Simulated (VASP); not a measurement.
A run of VASP 6.6.1 is set up as follows.

INCAR

```
  PREC = Accurate
  ENCUT = 520
  EDIFF = 1E-6
  ISMEAR = 0
  SIGMA = 0.1
  LREAL = F
  LASPH = T
  NELM = 100
  ALGO = Normal
  ISIF = 2
  LWAVE = F
  LCHARG = F
  GGA = PE
  NBANDS = 22
```

File KPOINTS:

```
regular mesh
0
Gamma
  6 6 4
```

POSCAR

```
Rb2AlH4
1.0
    5.3921163300      0.0000000000      0.0000000000
   -2.6960581700      4.6697097200      0.0000000000
    0.0000000000      0.0000000000      4.8819085700
Rb Al H
2 1 4
Direct
    0.3333333300      0.6666666700      0.5000000000
    0.6666666700      0.3333333300      0.5000000000
    0.0000000000      0.0000000000      0.0000000000
    0.3333333300      0.6666666700      0.1388328100
    0.6666666700      0.3333333300      0.1388328100
    0.6666666700      0.3333333300      0.8611671900
    0.3333333300      0.6666666700      0.8611671900
```

Potentials or basis: VASP PAW PBE potentials, release 64 (Rb_sv, Al, H).

The run is started by

```sh
$ cat potpaw_PBE.64/Rb_sv/POTCAR potpaw_PBE.64/Al/POTCAR potpaw_PBE.64/H/POTCAR > POTCAR
$ mpirun -np 1 vasp_std > vasp.out
```

Estimate the pressure.

9.4 GPa.

Estimate the largest force.

4.231 eV/Å.

Forces in eV/Å, atoms in the order of the input:
```
Rb   0.000  0.000  0.000
Rb   0.000  0.000  0.000
Al   0.000  0.000  0.000
H    0.000  0.000 -4.231
H    0.000  0.000 -4.231
H    0.000  0.000  4.231
H    0.000  0.000  4.231
```

Caveat: forces of over 1 eV/Å act on the atoms, so gaps and moduli don't describe the material at rest.
